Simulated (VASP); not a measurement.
Crystal: LuPd.

```
Lu Pd
1.0
     3.41500    0.00000    0.00000
     0.00000    3.41500    0.00000
     0.00000    0.00000    3.41500
Lu Pd
1 1
Direct
  0.00000 0.00000 0.00000
  0.50000 0.50000 0.50000
```

| Item | Value |
| --- | --- |
| Program | VASP 6.6.1 |
| Task | relaxation of cell and atoms |
| Functional | PBEsol |
| Potentials or basis | VASP PAW PBE potentials, release 64 (Lu, Pd) |
| Cutoff | 600 eV |
| k mesh | 14 × 14 × 14 |
| Occupations | fermi-dirac, width 0.05 eV |
| Spin | no spin polarisation |

At the start: pressure -2.3 GPa; volume 19.91 Å³/atom.

Problem. How do energy, volume and symmetry change on relaxing?

Solution. Over 3 steps the energy falls by 3.0 meV/atom and the volume is 19.50 Å³/atom (-2.1 %); space group Pm-3m (No. 221, to 0.1 Å) before and after.

The path:
```tsv
step	energy change (eV)	largest force (eV/Å)	pressure (GPa)	volume (Å³)
1	0.0000	0.0000	-2.32	39.83
2	0.0000	0.0000	2.36	38.19
3	-0.0061	0.0000	0.01	39.00
```

Final structure:
```
CELL_PARAMETERS angstrom
3.39135 0.00000 0.00000
0.00000 3.39135 0.00000
0.00000 0.00000 3.39135
ATOMIC_POSITIONS crystal
Lu 0.00000 0.00000 0.00000
Pd 0.50000 0.50000 0.50000
```

Caveat: the PAW data sets were made with another functional, which shifts forces and pressure a little.
